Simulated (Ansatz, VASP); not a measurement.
TiAl4Ni3: VASP beside Ansatz

```xyz
8
Lattice="4.0288 0.0000 0.0000 0.0000 4.0288 0.0000 0.0000 0.0000 6.5051" Properties=species:S:1:pos:R:3 pbc="T T T"
Ti    2.0144    2.0144    0.0000
Al    2.0144    0.0000    4.7380
Al    0.0000    2.0144    4.7380
Al    2.0144    0.0000    1.7671
Al    0.0000    2.0144    1.7671
Ni    0.0000    0.0000    0.0000
Ni    0.0000    0.0000    3.2526
Ni    2.0144    2.0144    3.2526
```

Alike in both runs: functional PBE; k mesh 10 × 10 × 6; occupations gaussian, width 0.1 eV; no spin polarisation.

Ansatz relaxed the structure, and its values are those at the end. VASP's run is a single point on that final structure, the one shown.

```csv
,VASP,Ansatz
version,VASP 6.6.1,Ansatz 0.2.0
potentials or method,"VASP PAW PBE potentials, release 64 (Ti_sv, Al, Ni), cutoff 520 eV","scalar-relativistic, plane waves, PAW"
valence electrons in the cell,54,78
```

|  | VASP | Ansatz | Ansatz less VASP |
| --- | --- | --- | --- |
| gap on the k mesh at the Fermi level (eV) | none | none | - |
| pressure (GPa) | -0.1 | 0.0 | +0.03 |

A gap of «none» marks a metal or a gap that the smearing closes. The functional is the same, so the differences come from potentials, cutoffs and numerics. VASP's potentials hold 54 valence electrons a cell and Ansatz's 78, so a difference there can come from the potentials and not from the codes.
